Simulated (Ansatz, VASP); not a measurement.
# One calculation of SnRu4, two programs

```
Sn Ru
1.0
     4.57816    0.00000    0.00000
     0.00000    4.57816    0.00000
     0.00000    0.00000    4.57816
Sn Ru
1 4
Direct
  0.00000 0.00000 0.00000
  0.30926 0.30926 0.30926
  0.69074 0.69074 0.30926
  0.30926 0.69074 0.69074
  0.69074 0.30926 0.69074
```

Change from the starting cell: species swapped into the SnI4 type (P-43m, No. 215).

Alike in both runs: task relaxation of cell and atoms; functional PBE; k mesh 8 × 8 × 8; occupations gaussian, width 0.1 eV; no spin polarisation.

```csv
,VASP,Ansatz
version,VASP 6.6.1,Ansatz 0.2.0
potentials or method,"VASP PAW PBE potentials, release 64 (Sn_d, Ru_pv), cutoff 600 eV","scalar-relativistic, plane waves, PAW"
valence electrons in the cell,70,78
```

```csv
,VASP,Ansatz,Ansatz less VASP
"gap on the k mesh at the Fermi level, each at its own relaxed structure (eV)",none,none,-
relaxed volume (Å³/atom),19.19,19.18,-0.009
relaxed cell length with the largest relative difference (Å),4.578,4.577,-0.0007
```

A gap of «none» marks a metal or a gap that the smearing closes. VASP's potentials hold 70 valence electrons a cell and Ansatz's 78, so a difference there can come from the potentials and not from the codes.
